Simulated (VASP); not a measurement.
HfO2: single point with PBEsol

The system is HfO2.

```
Hf O
1.0
     0.06921    2.60117    2.60117
     2.60117    0.06921    2.60117
     2.60117    2.60117    0.06921
Hf O
1 2
Direct
  0.00000 0.00000 0.00000
  0.25000 0.25000 0.25000
  0.75000 0.75000 0.75000
```

| Item | Value |
| --- | --- |
| Program | VASP 6.6.1 |
| Task | single point |
| Functional | PBEsol |
| Potentials or basis | VASP PAW PBE potentials, release 64 (Hf_pv, O) |
| Cutoff | 520 eV |
| k mesh | 8 × 8 × 8 |
| Occupations | gaussian, width 0.05 eV |
| Spin | no spin polarisation |
| Dipole correction | no |
| Further INCAR settings | ALGO = Normal; EDIFF = 1e-06; NBANDS = 18 |

```
Pressure               : -15.2 GPa
Largest force          : 0.166 eV/Å
Band gap on the k mesh : 3.59 eV, direct
```

Forces in eV/Å, atoms in the order of the input:
```
Hf   0.000  0.000  0.000
O   -0.096 -0.096 -0.096
O    0.096  0.096  0.096
```

Stress tensor (GPa, compression positive):
```
-15.21  -1.60  -1.60
 -1.60 -15.21  -1.60
 -1.60  -1.60 -15.21
```

Levels at points of the mesh, in eV from the valence-band top:
```
           k point  band 9  band 10  band 11  band 12  band 13  band 14
(0.00, 0.00, 0.00)   -0.61    -0.61    -0.55     3.71     3.71     5.36
(0.50, 0.00, 0.00)   -2.67    -1.87    -1.77     4.33     4.55     6.73
(0.50, 0.50, 0.00)   -1.66    -1.31     0.00     3.59     5.27     6.19
(0.50, 0.50, 0.50)   -2.75    -1.75    -1.75     4.33     4.33     6.25
```

It took 15 s on 1 thread of Intel(R) Xeon(R) 6975P-C (Granite Rapids), on a shared host, peak memory 0.17 GiB.

Caveat: the PAW data sets were made with another functional, which shifts forces and pressure a little; spin-orbit coupling is left out, which moves the levels of the heavy elements. PBEsol gaps usually lie below the measured ones, often by a third to a half.
